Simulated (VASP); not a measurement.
Here is a VASP 6.6.1 calculation.

File INCAR:

```
ALGO = Normal
DIPOL = 0.5 0.5 0.337
EDIFF = 1E-6
ENCUT = 520
GGA = CA
IDIPOL = 3
ISIF = 2
ISMEAR = 0
ISPIN = 2
LASPH = T
LCHARG = F
LDIPOL = T
LORBIT = 11
LREAL = F
LWAVE = F
MAGMOM = 0 0 0 0 0 0 0 0 1 0
NBANDS = 34
NELM = 150
PREC = Accurate
SIGMA = 0.05
```

The input KPOINTS:

```
k-points
0
Gamma
  7 4 1
```

POSCAR

```
Si8HC
1.0
    3.8016851341      0.0000000000      0.0000000000
    0.0000000000      6.2886938855      0.0000000000
    0.0000000000      0.0000000000     20.7958973402
Si C H
8 1 1
Direct
    0.0000000000      0.9369639535      0.1923456312
    0.0000000000      0.5630360465      0.1923456312
    0.5000000000      0.4369639535      0.2451181540
    0.5000000000      0.0630360465      0.2451181540
    0.5000000000      0.9330298456      0.3512004366
    0.5000000000      0.5669701544      0.3512004366
    0.0000000000      0.4261576321      0.3941112618
    0.0000000000      0.0738423679      0.3941112618
    0.0000000000      1.0928242987      0.4763931874
    0.0000000000      1.0928242987      0.5286280485
```

Potentials or basis: VASP PAW LDA potentials, release 64 (Si, C, H).

Launch:

```sh
$ cat potpaw_LDA.64/Si/POTCAR potpaw_LDA.64/C/POTCAR potpaw_LDA.64/H/POTCAR > POTCAR
$ mpirun -np 1 vasp_std > vasp.out
```

Q: What does it give for the largest force?

A: 1.072 eV/Å.

Q: What does it give for the net moment?

A: 0.04 μB per cell.

Forces on the atoms (eV/Å):
```
Si   0.000 -0.687  0.610
Si   0.000  0.582  0.456
Si   0.000  0.081 -0.640
Si   0.000 -0.127 -0.443
Si   0.000 -0.391 -0.998
Si   0.000 -0.104  0.105
Si   0.000  0.086  0.842
Si   0.000 -0.655  0.049
C    0.000  1.055 -0.017
H    0.000  0.162  0.035
```
